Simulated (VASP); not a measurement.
Here is a VASP 6.6.1 calculation.

File POSCAR:

```
AgCl
1.0
    0.0000000000      2.9950020000      2.7731500000
    2.9950020000      0.0000000000      2.7731500000
    2.9950020000      2.9950020000      0.0000000000
Ag Cl
1 1
Direct
    0.5000000000      0.5000000000      0.5000000000
    0.0000000000      0.0000000000      0.0000000000
```

The input INCAR.step1:

```
SYSTEM = AgCl
PREC     = Accurate       ! precision mode
ENCUT    = 550            ! plane-wave cutoff, eV
ISMEAR   = 0              ! smearing method
SIGMA    = 0.05           ! smearing width, eV
LREAL    = .FALSE.        ! projectors in reciprocal space
LASPH    = .TRUE.         ! aspherical terms in the spheres
NELM     = 120            ! most SCF steps
NBANDS   = 16             ! bands
GGA      = PE             ! functional
ALGO     = Normal         ! electronic algorithm
EDIFF    = 1E-5           ! SCF threshold, eV
LWAVE    = .TRUE.         ! write WAVECAR
LCHARG   = .FALSE.        ! write CHGCAR
GGA_COMPAT= .FALSE.
```

The input INCAR.step2:

```
SYSTEM = AgCl
PREC     = Accurate       ! precision mode
ENCUT    = 550            ! plane-wave cutoff, eV
EDIFF    = 1E-6           ! SCF threshold, eV
ISMEAR   = 0              ! smearing method
SIGMA    = 0.05           ! smearing width, eV
LREAL    = .FALSE.        ! projectors in reciprocal space
LASPH    = .TRUE.         ! aspherical terms in the spheres
NELM     = 120            ! most SCF steps
ALGO     = Normal         ! electronic algorithm
ISIF     = 2              ! what is computed and relaxed
LWAVE    = .FALSE.        ! write WAVECAR
LCHARG   = .FALSE.        ! write CHGCAR
METAGGA  = R2SCAN         ! meta-GGA
LMIXTAU  = .TRUE.       
NBANDS   = 16             ! bands
ISTART   = 1            
GGA_COMPAT= .FALSE.
```

File KPOINTS:

```
regular mesh
0
G
  8 8 8
  0 0 0
```

Potentials or basis: VASP PAW PBE potentials, release 64 (Ag, Cl).

Command:

```bash
$ cat potpaw_PBE.64/Ag/POTCAR potpaw_PBE.64/Cl/POTCAR > POTCAR
$ cp INCAR.step1 INCAR
$ mpirun -np 1 vasp_std > vasp.out
$ cp INCAR.step2 INCAR
$ mpirun -np 1 vasp_std > vasp.out
```

Q: What does it give for the band gap on the k mesh?

A: 1.32 eV (least direct gap 3.26 eV).

Q: What does it give for the pressure?

A: -5.0 GPa.

Stress tensor (GPa, compression positive):
```
-4.86  0.00  0.00
 0.00 -4.86  0.00
 0.00  0.00 -5.25
```

Caveat: the cell differs from its parent crystal (strain +0.080 along x and y, +0.000 along z); the cell stands under tension; the PAW data sets were made with another functional, which shifts forces and pressure a little. A k mesh can miss the band edges.
